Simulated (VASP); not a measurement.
## ZrPbO4: relaxation of shape and atoms at fixed volume with PBE

Crystal: ZrPbO4.

```
CELL_PARAMETERS angstrom
3.75128 0.00000 0.00000
0.00000 3.75128 0.00000
0.00000 0.00000 5.32518
ATOMIC_POSITIONS crystal
Zr 0.50000 0.50000 0.50000
Pb 0.00000 0.00000 0.00000
O 0.50000 0.00000 0.73927
O 0.00000 0.50000 0.26073
O 0.50000 0.00000 0.26073
O 0.00000 0.50000 0.73927
```

```
Program                : VASP 6.6.1
Task                   : relaxation of shape and atoms at fixed volume
Functional             : PBE
Potentials or basis    : VASP PAW PBE potentials, release 64 (Zr_sv, Pb_d, O)
Cutoff                 : 600 eV
k mesh                 : 10 × 10 × 8
Occupations            : gaussian, width 0.1 eV
Spin                   : no spin polarisation
Dipole correction      : no
Further INCAR settings : ALGO = Normal; EDIFF = 1e-07; IBRION = 2; EDIFFG = -0.01; NSW = 50; ISIF = 4
```

```json
{
 "Energy gained by relaxing": "0.2 meV/atom",
 "Ionic steps": "3",
 "Pressure after relaxing": "-4.8 GPa",
 "Band gap on the k mesh": "zero (bands 25 and 26 overlap by 0.33 eV)"
}
```

Stress tensor (GPa, compression positive):
```
-4.84  0.00  0.00
 0.00 -4.84  0.00
 0.00  0.00 -4.69
```

The path:
```
step  energy change (eV)  largest force (eV/Å)  pressure (GPa)  volume (Å³)
   1              0.0000                0.0935           -4.94        74.94
   2             -0.0010                0.0168           -4.81        74.94
   3             -0.0010                0.0006           -4.79        74.94
```

Final structure:
```
CELL_PARAMETERS angstrom
3.75101 0.00000 0.00000
0.00000 3.75101 0.00000
0.00000 0.00000 5.32594
ATOMIC_POSITIONS crystal
Zr 0.50000 0.50000 0.50000
Pb 0.00000 0.00000 0.00000
O 0.50000 0.00000 0.73823
O 0.00000 0.50000 0.26177
O 0.50000 0.00000 0.26177
O 0.00000 0.50000 0.73823
```

Levels at points of the mesh, in eV from the Fermi level:
| k point | band 22 | band 23 | band 24 | band 25 | band 26 | band 27 | band 28 | band 29 |
| --- | --- | --- | --- | --- | --- | --- | --- | --- |
| (0.00, 0.00, 0.00) | -0.78 | -0.73 | -0.43 | -0.43 | -0.18 | 3.56 | 3.78 | 6.80 |
| (0.50, 0.00, 0.00) | -1.65 | -1.24 | -1.11 | -0.21 | 1.99 | 3.38 | 3.93 | 4.93 |
| (0.50, 0.50, 0.00) | -0.74 | -0.28 | -0.23 | -0.11 | -0.08 | 3.73 | 5.40 | 5.60 |
| (0.00, 0.00, 0.50) | -1.22 | -0.95 | -0.42 | -0.42 | 1.49 | 3.56 | 3.63 | 5.46 |
| (0.50, 0.00, 0.50) | -2.21 | -1.93 | -1.67 | -1.65 | 2.63 | 3.64 | 4.33 | 5.83 |
| (0.50, 0.50, 0.50) | -1.63 | -0.34 | -0.33 | 0.14 | 2.01 | 3.66 | 3.92 | 5.05 |

Wall time 5.2 min on 1 thread of Intel(R) Xeon(R) 6975P-C (Granite Rapids) (shared host), peak memory 0.41 GiB.

Caveat: spin-orbit coupling is left out, which moves the levels of the heavy elements.
